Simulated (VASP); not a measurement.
Set up this calculation in VASP 6.6.1, as the native input.

```
Task                   : single point
Functional             : PBEsol
Potentials or basis    : VASP PAW PBE potentials, release 64 (Li_sv)
Cutoff                 : 520 eV
k mesh                 : 18 × 18 × 18
Occupations            : gaussian, width 0.15 eV
Spin                   : no spin polarisation
Dipole correction      : no
Further INCAR settings : ALGO = Fast; EDIFF = 1e-06; NBANDS = 8
```

The structure of Li lies in POSCAR:

```
Li
1.0
    0.0000000000      2.3121000000      2.3121000000
    2.3121000000      0.0000000000      2.3121000000
    2.3121000000      2.3121000000      0.0000000000
Li
1
Direct
    0.0000000000      0.0000000000      0.0000000000
```

This isn't the form of Li at room conditions, which is bcc.

This cell differs from its parent crystal: strain +0.050 along x and y, +0.050 along z.

These files were run (other wordings do the same):

INCAR

```
SYSTEM = Li
PREC = Accurate ; ENCUT = 520
EDIFF = 1E-6 ; ISMEAR = 0
SIGMA = 0.15 ; LREAL = .False.
LASPH = .True. ; NELM = 60
ALGO = Fast ; ISIF = 2
LWAVE = .False. ; LCHARG = .False.
GGA = PS ; NBANDS = 8
```

KPOINTS

```
regular mesh
0
Gamma
  18 18 18
  0 0 0
```

Potentials or basis: VASP PAW PBE potentials, release 64 (Li_sv).

Launch:

```sh
$ cat potpaw_PBE.64/Li_sv/POTCAR > POTCAR
$ mpirun -np 1 vasp_std > vasp.out
```

Results of the run:

```
Band gap on the k mesh : zero (an odd number of electrons rules out a gap without spin polarisation)
```

Caveat: the cell differs from its parent crystal (strain +0.050 along x and y, +0.050 along z).

Wall time 23 s on 1 thread of Intel Xeon 8259CL (shared host), peak memory 0.15 GiB.
